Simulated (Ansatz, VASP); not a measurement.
## One calculation of HgTe, two programs

The input INCAR:

```
SYSTEM = HgTe
PREC = Accurate
ENCUT = 520
EDIFF = 1E-6
ISMEAR = 0
SIGMA = 0.05
LREAL = .FALSE.
LASPH = .TRUE.
NELM = 60
ALGO = Normal
ISIF = 2
LWAVE = .FALSE.
LCHARG = .FALSE.
GGA = PE
NBANDS = 16
```

File KPOINTS:

```
regular mesh
0
G
  6 6 6
  0 0 0
```

Contents of POSCAR:

```
HgTe
1.0
    0.0000000000      3.2145000000      3.1823550000
    3.2145000000      0.0000000000      3.1823550000
    3.2145000000      3.2145000000      0.0000000000
Hg Te
1 1
Direct
    0.0000000000      0.0000000000      0.0000000000
    0.2500000000      0.2500000000      0.2500000000
```

Input for Ansatz:

```yaml
crystal:
  lattice:
    - [0.0, 3.2145, 3.1823550000000003]
    - [3.2145, 0.0, 3.1823550000000003]
    - [3.2145, 3.2145, 0.0]
  atoms:
    - { symbol: Hg, position: [0.0, 0.0, 0.0] }
    - { symbol: Te, position: [0.25, 0.25, 0.25] }
basis:
  ecutwfc: 520.0
kpoints:
  mp_grid:
    grid: [6, 6, 6]
hamiltonian:
  xc: pbe
  pseudopotentials:
    kind: paw
scf:
  occupations:
    method: gaussian
    width: 0.05
output:
  stress: true
```

Alike in both runs: task single point; functional PBE; k mesh 6 × 6 × 6; occupations gaussian, width 0.05 eV; no spin polarisation.

|  | VASP | Ansatz |
| --- | --- | --- |
| version | VASP 6.6.1 | Ansatz 0.2.0 |
| potentials or method | VASP PAW PBE potentials, release 64 (Hg, Te), cutoff 520 eV | plane waves, PAW |
| valence electrons in the cell | 18 | 36 |

Ansatz gave:

- pressure (GPa): 5.2
- traceless stress, the component that is largest in VASP (GPa): 0.05

Which values does VASP return?

Pressure (GPa): 5.3; traceless stress, the component that is largest in VASP (GPa): 0.06.

VASP's potentials hold 18 valence electrons a cell and Ansatz's 36, so a difference there can come from the potentials and not from the codes.

Neither program's run includes spin-orbit coupling.
